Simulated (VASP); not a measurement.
# SiO2: single point with PBEsol

The system is SiO2.

```
Si O
1.0
     9.03385    0.00000    0.00000
     0.00000    2.81205    0.00000
     0.00000    0.00000    4.67158
Si O
4 8
Direct
  0.16157 0.25000 0.95392
  0.83843 0.75000 0.04608
  0.33843 0.75000 0.45392
  0.66157 0.25000 0.54608
  0.77324 0.25000 0.23848
  0.22676 0.75000 0.76152
  0.72676 0.75000 0.73848
  0.27324 0.25000 0.26152
  0.96517 0.25000 0.84681
  0.03483 0.75000 0.15319
  0.53483 0.75000 0.34681
  0.46517 0.25000 0.65319
```

| Item | Value |
| --- | --- |
| Program | VASP 6.6.1 |
| Task | single point |
| Functional | PBEsol |
| Potentials or basis | VASP PAW PBE potentials, release 64 (Si, O) |
| Cutoff | 520 eV |
| k mesh | 2 × 6 × 4 |
| Occupations | gaussian, width 0.1 eV |
| Spin | no spin polarisation |
| Dipole correction | no |
| Further INCAR settings | ALGO = Normal; EDIFF = 1e-06; NBANDS = 44 |

The pressure is -13.3 GPa and the largest force is 9.051 eV/Å.

Forces on the atoms (eV/Å):
```
Si  -8.680  0.000  2.566
Si   8.680  0.000 -2.566
Si   8.680  0.000  2.566
Si  -8.680  0.000 -2.566
O    0.349  0.000  0.030
O   -0.349  0.000 -0.030
O   -0.349  0.000  0.030
O    0.349  0.000 -0.030
O   -4.213  0.000 -3.401
O    4.213  0.000  3.401
O    4.213  0.000 -3.401
O   -4.213  0.000  3.401
```

Stress tensor (GPa, compression positive):
```
-45.88   0.00   0.00
  0.00   0.53   0.00
  0.00   0.00   5.34
```

Levels at points of the mesh, in eV from the Fermi level:
```
           k point  band 29  band 30  band 31  band 32  band 33  band 34  band 35  band 36
(0.00, 0.00, 0.00)    -0.94    -0.72    -0.62    -0.56     0.00     1.70     2.02     2.98
(0.50, 0.00, 0.00)    -0.81    -0.81    -0.59    -0.59     0.88     0.88     2.53     2.53
(0.00, 0.50, 0.00)    -0.85    -0.85    -0.72    -0.72     3.92     3.92     4.62     4.62
(0.50, 0.50, 0.00)    -0.79    -0.79    -0.79    -0.79     4.26     4.26     4.26     4.26
(0.00, 0.00, 0.50)    -1.34    -1.34    -0.62    -0.62     2.01     2.01     2.90     2.90
(0.50, 0.00, 0.50)    -1.27    -1.27    -0.62    -0.62     2.15     2.15     2.72     2.72
(0.00, 0.50, 0.50)    -0.66    -0.66    -0.51    -0.51     2.49     2.49     3.26     3.26
(0.50, 0.50, 0.50)    -0.55    -0.55    -0.55    -0.55     2.95     2.95     2.95     2.95
```

Wall time 47 s on 1 thread of Intel(R) Xeon(R) 6975P-C (Granite Rapids), with other jobs on the host, peak memory 0.27 GiB.

Caveat: the k points lie up to 0.37 Å⁻¹ apart; the PAW data sets were made with another functional, which shifts forces and pressure a little.
